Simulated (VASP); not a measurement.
A run of VASP 6.6.1 is set up as follows.

File INCAR:

```
SYSTEM = TiO2
ALGO = Normal
EDIFF = 1E-6
ENCUT = 520
GGA = PS
ISIF = 2
ISMEAR = -1
LASPH = .TRUE.
LCHARG = .FALSE.
LREAL = .FALSE.
LWAVE = .FALSE.
NBANDS = 19
NELM = 80
PREC = Accurate
SIGMA = 0.05
```

KPOINTS

```
k-points
0
G
  14 14 14
  0 0 0
```

POSCAR

```
TiO2
1.0
    1.4973312015      0.8644845722      6.9815443949
   -1.4973312015      0.8644845722      6.9815443949
    0.0000000000     -1.7289691445      6.9815443949
Ti O
1 2
Direct
    0.0000000000      0.0000000000      0.0000000000
    0.3795330000      0.3795330000      0.3795330000
    0.6204670000      0.6204670000      0.6204670000
```

Potentials or basis: VASP PAW PBE potentials, release 64 (Ti_sv, O).

Command:

```bash
$ cat potpaw_PBE.64/Ti_sv/POTCAR potpaw_PBE.64/O/POTCAR > POTCAR
$ mpirun -np 1 vasp_std > vasp.out
```

**Question.** Estimate the band gap on the k mesh.

**Answer.** 2.63 eV (least direct gap 2.83 eV).

**Question.** Estimate the pressure.

**Answer.** -3.9 GPa.

**Question.** What does it give for the largest force?

**Answer.** 0.385 eV/Å.

Stress tensor (GPa, compression positive):
```
-4.63  0.00  0.00
 0.00 -4.63  0.00
 0.00  0.00 -2.34
```

Caveat: the cell stands under tension; the PAW data sets were made with another functional, which shifts forces and pressure a little. A k mesh can miss the band edges.
